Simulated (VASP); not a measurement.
# P (Fd-3m) in VASP: further runs

The runs below take P through single point, with LDA.

Program: VASP 6.6.1. These are calculated values, not measurements. Logs are shortened: lines on timing, memory, paths and dates and some standing lists are left out, and cuts for length are marked.

## 1. The cell of the first run

It takes space group Fd-3m (No. 227, cubic). The conventional cell has a = 5.269 Å, b = 5.269 Å, c = 5.269 Å, α = 90.00°, β = 90.00°, γ = 90.00°. P (site symmetry -43m) has 4 P at 2.28 Å within 3.0 Å.

This isn't the form of P at room conditions, which is orthorhombic.

## 2. Single point, LDA (18.28 Å³/atom)

Contents of INCAR:

```
  PREC = Accurate
  ENCUT = 520
  EDIFF = 1E-7
  ISMEAR = -1
  SIGMA = 0.1
  LREAL = False
  LASPH = True
  NELM = 100
  ALGO = Normal
  ISIF = 2
  LWAVE = False
  LCHARG = False
  NBANDS = 12
```

Contents of KPOINTS:

```
Automatic mesh
0
Gamma
  12 12 12
```

Contents of POSCAR:

```
P
1.0
    0.0000000000      2.6343109791      2.6343109791
    2.6343109791      0.0000000000      2.6343109791
    2.6343109791      2.6343109791      0.0000000000
P
2
Direct
    0.1250000000      0.1250000000      0.1250000000
    0.8750000000      0.8750000000      0.8750000000
```

Potentials or basis: VASP PAW LDA potentials, release 64 (P).

The run is started by

```
> cat potpaw_LDA.64/P/POTCAR > POTCAR
> mpirun -np 1 vasp_std > vasp.out
```

OUTCAR:

```text
PREC = Accurate
   ENCUT = 520
   EDIFF = 1E-7
   ISMEAR = -1
   LREAL = False
   LASPH = True
   NELM = 100
   ISIF = 2

 ion  position               nearest neighbor table
   1  0.125  0.125  0.125-   2 2.28   2 2.28   2 2.28   2 2.28
   2  0.875  0.875  0.875-   1 2.28   1 2.28   1 2.28   1 2.28

  LATTYP: Found a face centered cubic cell.
 ALAT       =     5.2686219582

  Lattice vectors:

 A1 = (   0.0000000000,   2.6343109791,   2.6343109791)
 A2 = (   2.6343109791,   0.0000000000,   2.6343109791)
 A3 = (   2.6343109791,   2.6343109791,   0.0000000000)

Analysis of symmetry for initial positions (statically):
=====================================================================
 Subroutine PRICEL returns:
 Original cell was already a primitive cell.

 Routine SETGRP: Setting up the symmetry group for a
 face centered cubic supercell.

 Subroutine GETGRP returns: Found 48 space group operations
 (whereof 12 operations were pure point group operations)
 out of a pool of 48 trial point group operations.

The static configuration has the point symmetry D_3d.
 The point group associated with its full space group is O_h .

Analysis of symmetry for dynamics (positions and initial velocities):
=====================================================================
 Subroutine PRICEL returns:
 Original cell was already a primitive cell.

 Routine SETGRP: Setting up the symmetry group for a
 face centered cubic supercell.

 Subroutine GETGRP returns: Found 48 space group operations
 (whereof 12 operations were pure point group operations)
 out of a pool of 48 trial point group operations.

The dynamic configuration has the point symmetry D_3d.
 The point group associated with its full space group is O_h .

 Subroutine INISYM returns: Found 48 space group operations
 (whereof 12 operations are pure point group operations),
 and found     1 'primitive' translations

----------------------------------------------------------------------------------------

                                     Primitive cell

  volume of cell :      36.5621

  direct lattice vectors                    reciprocal lattice vectors
     0.000000000  2.634310979  2.634310979    -0.189802952  0.189802952  0.189802952
     2.634310979  0.000000000  2.634310979     0.189802952 -0.189802952  0.189802952
     2.634310979  2.634310979  0.000000000     0.189802952  0.189802952 -0.189802952

  length of vectors
     3.725478314  3.725478314  3.725478314     0.328748356  0.328748356  0.328748356

  position of ions in fractional coordinates (direct lattice)
     0.125000000  0.125000000  0.125000000
     0.875000000  0.875000000  0.875000000

  ion indices of the primitive-cell ions
   primitive index   ion index
                 1           1
                 2           2

----------------------------------------------------------------------------------------

 KPOINTS: Automatic mesh

Automatic generation of k-mesh.
 Grid dimensions read from file:
 generate k-points for:   12   12   12

 Generating k-lattice:

  Cartesian coordinates                     Fractional coordinates (reciprocal lattice)
    -0.015816913  0.015816913  0.015816913     0.083333333  0.000000000  0.000000000
     0.015816913 -0.015816913  0.015816913     0.000000000  0.083333333  0.000000000
     0.015816913  0.015816913 -0.015816913     0.000000000  0.000000000  0.083333333

  Length of vectors
     0.027395696  0.027395696  0.027395696

  Shift w.r.t. Gamma in fractional coordinates (k-lattice)
     0.000000000  0.000000000  0.000000000

 Subroutine IBZKPT returns following result:
 ===========================================

 Found     72 irreducible k-points:

 Following reciprocal coordinates:
            Coordinates               Weight
  0.000000  0.000000  0.000000      1.000000
  0.083333  0.000000  0.000000      8.000000
  0.166667  0.000000  0.000000      8.000000
  0.250000  0.000000  0.000000      8.000000
  0.333333  0.000000  0.000000      8.000000
  0.416667  0.000000  0.000000      8.000000
[... 16 lines left out ...]
  0.500000  0.166667  0.000000     24.000000
 -0.416667  0.166667  0.000000     24.000000
 [... further k-points ...]
   k-points           NKPTS =     72   k-points in BZ     NKDIM =     72   number of bands    NBANDS=     12
   number of dos      NEDOS =    301   number of ions     NIONS =      2
   total plane-waves  NPLWV =  21952
   dimension x,y,z NGX =    28 NGY =   28 NGZ =   28
   dimension x,y,z NGXF=    56 NGYF=   56 NGZF=   56
   ions per type =               2
   NGX,Y,Z   is equivalent  to a cutoff of  12.49, 12.49, 12.49 a.u.
   NGXF,Y,Z  is equivalent  to a cutoff of  24.99, 24.99, 24.99 a.u.
 SYSTEM =  unknown system
   PREC   = accura    normal or accurate (medium, high low for compatibility)
   ISTART =      0    job   : 0-new  1-cont  2-samecut
   ICHARG =      2    charge: 1-file 2-atom 10-const
   ISPIN  =      1    spin polarized calculation?
[... 63 lines left out ...]
      3       3.8479      2.00000
      4       3.8479      2.00000
      5       4.7538      2.00000
      6       7.1190      1.65817
      7       7.1190      1.65817
      8       7.1190      1.65817
      9      13.2649      0.00000
     10      13.8619      0.00000
     11      13.8619      0.00000
     12      17.5410      0.00000

 k-point     2 :       0.0833    0.0000    0.0000
  band No.  band energies     occupation
      1      -8.6833      2.00000
      2       2.6436      2.00000
      3       3.7273      2.00000
      4       3.7273      2.00000
      5       5.5299      2.00000
      6       7.3034      0.86822
      7       7.3034      0.86822
      8       7.4271      0.36421
      9      13.6147      0.00000
     10      13.6147      0.00000
     11      13.6211      0.00000
     12      17.2385      0.00000

 k-point     3 :       0.1667    0.0000    0.0000
  band No.  band energies     occupation
      1      -8.4218      2.00000
      2       1.0495      2.00000
      3       3.4516      2.00000
      4       3.4516      2.00000
      5       5.6902      2.00000
      6       7.7241      0.02259
      7       7.7241      0.02259
      8       8.6008      0.00000
      9      13.2580      0.00000
     10      13.2580      0.00000
     11      14.4177      0.00000
     12      16.8426      0.00000

 k-point     4 :       0.2500    0.0000    0.0000
  band No.  band energies     occupation
      1      -8.0021      2.00000
      2      -0.4788      2.00000
      3       3.1539      2.00000
      4       3.1539      2.00000
      5       5.4545      2.00000
      6       8.1226      0.00042
      7       8.1226      0.00042
      8      10.1504      0.00000
      9      13.2737      0.00000
     10      13.2737      0.00000
     11      14.7482      0.00000
     12      17.3793      0.00000

 k-point     5 :       0.3333    0.0000    0.0000
  band No.  band energies     occupation
      1      -7.4630      2.00000
      2      -1.8377      2.00000
      3       2.9113      2.00000
      4       2.9113      2.00000
      5       5.1984      2.00000
      6       8.3260      0.00006
      7       8.3260      0.00006
      8      11.7178      0.00000
      9      13.8823      0.00000
     10      13.8823      0.00000
     11      14.5735      0.00000
     12      18.3572      0.00000
[... 228 lines left out ...]
      1      -7.5202      2.00000
      2      -1.2256      2.00000
      3       1.9975      2.00000
      4       2.2971      2.00000
      5       6.4860      1.99927
      6       7.7560      0.01648
      7       9.6204      0.00000
      8       9.7112      0.00000
      9      13.1492      0.00000
     10      15.0825      0.00000
     11      15.9670      0.00000
     12      18.5915      0.00000

 k-point    22 :       0.4167    0.1667    0.0000
  band No.  band energies     occupation
      1      -6.9581      2.00000
      2      -2.3549      2.00000
      3       1.5625      2.00000
      4       2.1990      2.00000
      5       6.4093      1.99966
      6       8.2525      0.00012
      7       9.6506      0.00000
      8      10.1873      0.00000
      9      14.6545      0.00000
     10      15.5632      0.00000
     11      16.0415      0.00000
     12      18.0343      0.00000

 k-point    23 :       0.5000    0.1667    0.0000
  band No.  band energies     occupation
      1      -6.4528      2.00000
      2      -3.1797      2.00000
      3       1.2358      2.00000
      4       2.2300      2.00000
      5       6.3396      1.99983
      6       8.4801      0.00001
      7       9.4999      0.00000
      8      11.2900      0.00000
      9      14.4974      0.00000
     10      16.1781      0.00000
     11      16.5095      0.00000
     12      17.4714      0.00000

 k-point    24 :      -0.4167    0.1667    0.0000
  band No.  band energies     occupation
      1      -6.3629      2.00000
      2      -3.3107      2.00000
      3       1.0565      2.00000
      4       2.3842      2.00000
      5       6.3580      1.99980
      6       8.6069      0.00000
      7       9.2852      0.00000
      8      12.4729      0.00000
      9      13.4527      0.00000
     10      14.5171      0.00000
     11      17.1102      0.00000
     12      18.0134      0.00000

 [... further k-points ...]
[... 5 lines left out ...]
  --------------------------------------------------------------------------------------
  -------------------------------------------------------------------------------------
  Total        0.5681686      0.5681686      0.5681686      0.0000000      0.0000000      0.0000000
  in kB       24.8975555     24.8975555     24.8975555      0.0000000      0.0000000      0.0000000
  external PRESSURE =      24.8975555 kB  Pullay stress =       0.0000000 kB

 VOLUME and BASIS-vectors are now :
 -----------------------------------------------------------------------------
  energy-cutoff  :      520.00
  volume of cell :       36.56
      direct lattice vectors                 reciprocal lattice vectors
     0.000000000  2.634310979  2.634310979    -0.189802952  0.189802952  0.189802952
     2.634310979  0.000000000  2.634310979     0.189802952 -0.189802952  0.189802952
     2.634310979  2.634310979  0.000000000     0.189802952  0.189802952 -0.189802952

 POSITION                                       TOTAL-FORCE (eV/Angst)
 -----------------------------------------------------------------------------------
      0.65858      0.65858      0.65858         0.000000     -0.000000     -0.000000
      4.61004      4.61004      4.61004        -0.000000      0.000000      0.000000
 -----------------------------------------------------------------------------------
    total drift:                               -0.000000     -0.000000     -0.000000

  FREE ENERGIE OF THE ION-ELECTRON SYSTEM (eV)
  ---------------------------------------------------
  free  energy   TOTEN  =       -10.9905995096 eV

  energy  without entropy=      -10.9612863169  energy(sigma->0) =      -10.97594291
```

It took 11 s on 1 thread of Intel Xeon 6975P-C (Granite Rapids), shared host; peak memory 0.14 GiB.

Results:

- Free energy: -10.9906 eV
- Pressure: 2.5 GPa
- Band gap on the k mesh: zero (bands 5 and 6 overlap by 3.37 eV)

## 3. Single point, LDA (19.04 Å³/atom)

This run uses another cell than the first one, of 19.04 Å³/atom.

Contents of INCAR:

```
  ALGO = Normal
  EDIFF = 1E-6
  ENCUT = 520
  GGA = CA
  ISIF = 2
  ISMEAR = -1
  LASPH = True
  LCHARG = False
  LREAL = False
  LWAVE = False
  NBANDS = 12
  NELM = 60
  PREC = Accurate
  SIGMA = 0.1
```

Contents of KPOINTS:

```
k-points
0
Gamma
  12 12 12
```

Contents of POSCAR:

```
P
1.0
    0.0000000000      2.6704019157      2.6704019157
    2.6704019157      0.0000000000      2.6704019157
    2.6704019157      2.6704019157      0.0000000000
P
2
Direct
    0.1250000000      0.1250000000      0.1250000000
    0.8750000000      0.8750000000      0.8750000000
```

Potentials or basis: VASP PAW LDA potentials, release 64 (P).

The run is started by

```
> cat potpaw_LDA.64/P/POTCAR > POTCAR
> mpirun -np 1 vasp_std > vasp.out
```

It took 11 s on 1 thread of Intel Xeon 6975P-C (Granite Rapids), shared host; peak memory 0.14 GiB.

Results (log left out):

```yaml
Free_energy: -11.0035 eV
Pressure: 0.2 GPa
Band_gap_on_the_k_mesh: zero (bands 5 and 6 overlap by 3.14 eV)
```

Levels at points of the mesh, in eV from the Fermi level:
```csv
k point,band 1,band 2,band 3,band 4,band 5,band 6,band 7,band 8,band 9,band 10
"(0.00, 0.00, 0.00)",-15.67,-3.29,-3.29,-3.29,-2.87,-0.08,-0.08,-0.08,5.90,6.66
"(0.50, 0.00, 0.00)",-13.63,-10.35,-4.40,-4.40,-2.36,1.16,1.16,5.86,8.35,8.73
"(0.50, 0.50, 0.00)",-11.82,-11.82,-5.79,-5.79,-1.47,-1.47,6.14,6.14,8.95,8.95
```

## 4. Single point, LDA (19.80 Å³/atom)

This run uses another cell than the first one, of 19.80 Å³/atom.

Contents of INCAR:

```
PREC     = Accurate       # precision mode
ENCUT    = 520            # plane-wave cutoff, eV
EDIFF    = 1E-6           # SCF threshold, eV
ISMEAR   = -1             # smearing method
SIGMA    = 0.1            # smearing width, eV
LREAL    = F              # projectors in reciprocal space
LASPH    = T              # aspherical terms in the spheres
NELM     = 80             # most SCF steps
ALGO     = Normal         # electronic algorithm
ISIF     = 2              # what is computed and relaxed
LWAVE    = F              # write WAVECAR
LCHARG   = F              # write CHGCAR
GGA      = CA             # functional
NBANDS   = 12             # bands
```

Contents of KPOINTS:

```
regular mesh
0
Gamma
  12 12 12
```

Contents of POSCAR:

```
P
1.0
    0.0000000000      2.7055428128      2.7055428128
    2.7055428128      0.0000000000      2.7055428128
    2.7055428128      2.7055428128      0.0000000000
P
2
Direct
    0.1250000000      0.1250000000      0.1250000000
    0.8750000000      0.8750000000      0.8750000000
```

The run is started by

```
> cat potpaw_LDA.64/P/POTCAR > POTCAR
> mpirun -np 1 vasp_std > vasp.out
```

Wall time 9.8 s (1 thread of Intel Xeon 6975P-C (Granite Rapids), shared host); peak memory 0.14 GiB.

Results (log left out):

* Free energy: -10.9965 eV
* Pressure: -1.7 GPa
* Band gap on the k mesh: zero (bands 5 and 6 overlap by 2.92 eV)

Levels at points of the mesh, in eV from the Fermi level:
```csv
k point,band 3,band 4,band 5,band 6,band 7,band 8
"(0.00, 0.00, 0.00)",-3.16,-3.16,-3.16,-0.01,-0.01,-0.01
"(0.50, 0.00, 0.00)",-4.23,-4.23,-2.39,1.24,1.24,5.73
"(0.50, 0.50, 0.00)",-5.56,-5.56,-1.34,-1.34,5.91,5.91
```

## 5. Single point, LDA (20.57 Å³/atom)

This run uses another cell than the first one, of 20.57 Å³/atom.

Contents of INCAR:

```
SYSTEM = P
ALGO = Normal
EDIFF = 1E-6
ENCUT = 520
GGA = CA
ISIF = 2
ISMEAR = -1
LASPH = .TRUE.
LCHARG = .FALSE.
LREAL = .FALSE.
LWAVE = .FALSE.
NBANDS = 12
NELM = 100
PREC = Accurate
SIGMA = 0.1
```

Contents of KPOINTS:

```
k-points
0
G
  12 12 12
  0 0 0
```

Contents of POSCAR:

```
P
1.0
    0.0000000000      2.7397938262      2.7397938262
    2.7397938262      0.0000000000      2.7397938262
    2.7397938262      2.7397938262      0.0000000000
P
2
Direct
    0.1250000000      0.1250000000      0.1250000000
    0.8750000000      0.8750000000      0.8750000000
```

The run is started by

```
> cat potpaw_LDA.64/P/POTCAR > POTCAR
> mpirun -np 1 vasp_std > vasp.out
```

Run time: 12 s. Hardware: 1 thread of Intel Xeon 6975P-C (Granite Rapids), shared host; peak memory 0.15 GiB.

Results (log left out):

| Property | Result |
| --- | --- |
| Free energy | -10.9723 eV |
| Pressure | -3.4 GPa |
| Band gap on the k mesh | zero (bands 5 and 6 overlap by 2.72 eV) |

Levels at points of the mesh, in eV from the Fermi level:
```csv
k point,band 3,band 4,band 5,band 6,band 7,band 8
"(0.00, 0.00, 0.00)",-3.03,-3.03,-3.03,0.07,0.07,0.07
"(0.50, 0.00, 0.00)",-4.06,-4.06,-2.42,1.31,1.31,5.60
"(0.50, 0.50, 0.00)",-5.35,-5.35,-1.22,-1.22,5.70,5.70
```

Caveat: the cell stands under tension.

## 6. Single point, LDA (21.33 Å³/atom)

This run uses another cell than the first one, of 21.33 Å³/atom.

Contents of INCAR:

```
  PREC = Accurate
  ENCUT = 520
  EDIFF = 1E-6
  ISMEAR = -1
  SIGMA = 0.1
  LREAL = F
  LASPH = T
  NELM = 60
  ALGO = Normal
  ISIF = 2
  LWAVE = F
  LCHARG = T
  GGA = CA
  LELF = T
  LVHAR = T
  NBANDS = 12
```

Contents of KPOINTS:

```
regular mesh
0
Gamma
  12 12 12
```

Contents of POSCAR:

```
P
1.0
    0.0000000000      2.7732092393      2.7732092393
    2.7732092393      0.0000000000      2.7732092393
    2.7732092393      2.7732092393      0.0000000000
P
2
Direct
    0.1250000000      0.1250000000      0.1250000000
    0.8750000000      0.8750000000      0.8750000000
```

Potentials or basis: VASP PAW LDA potentials, release 64 (P).

The run is started by

```
> cat potpaw_LDA.64/P/POTCAR > POTCAR
> mpirun -np 1 vasp_std > vasp.out
```

Wall time 15 s (1 thread of Intel Xeon 6975P-C (Granite Rapids), shared host); peak memory 0.15 GiB.

The run converged. Its results:

| Property | Result |
| --- | --- |
| Free energy | -10.9333 eV |
| Pressure | -4.8 GPa |
| Band gap on the k mesh | zero (bands 5 and 6 overlap by 2.54 eV) |

Levels at points of the mesh, in eV from the Fermi level:
```
           k point  band 2  band 3  band 4  band 5  band 6  band 7  band 8  band 9
(0.00, 0.00, 0.00)   -3.71   -2.90   -2.90   -2.90    0.13    0.13    0.13    5.70
(0.50, 0.00, 0.00)   -9.69   -3.91   -3.91   -2.44    1.36    1.36    5.44    7.96
(0.50, 0.50, 0.00)  -11.19   -5.14   -5.14   -1.11   -1.11    5.50    5.50    8.19
```

Caveat: the cell stands under tension.

## 7. The runs side by side

| cell | gap on the mesh (eV) | pressure (GPa) |
| --- | --- | --- |
| a = 3.725 Å, angles 60.0°, 2 atoms | none | 2.5 |
| a = 3.777 Å, angles 60.0°, 2 atoms | none | 0.2 |
| a = 3.826 Å, angles 60.0°, 2 atoms | none | -1.7 |
| a = 3.875 Å, angles 60.0°, 2 atoms | none | -3.4 |
| a = 3.922 Å, angles 60.0°, 2 atoms | none | -4.8 |

Alike in all rows: task single point; level LDA; potentials or basis VASP PAW LDA potentials, release 64 (P); no spin polarisation; k mesh 12 × 12 × 12; cutoff (eV) 520; smearing fermi-dirac 0.1 eV.

Caveats: the cell stands under tension (at least some runs).

Absolute energies hang on the potentials; compare differences alone.
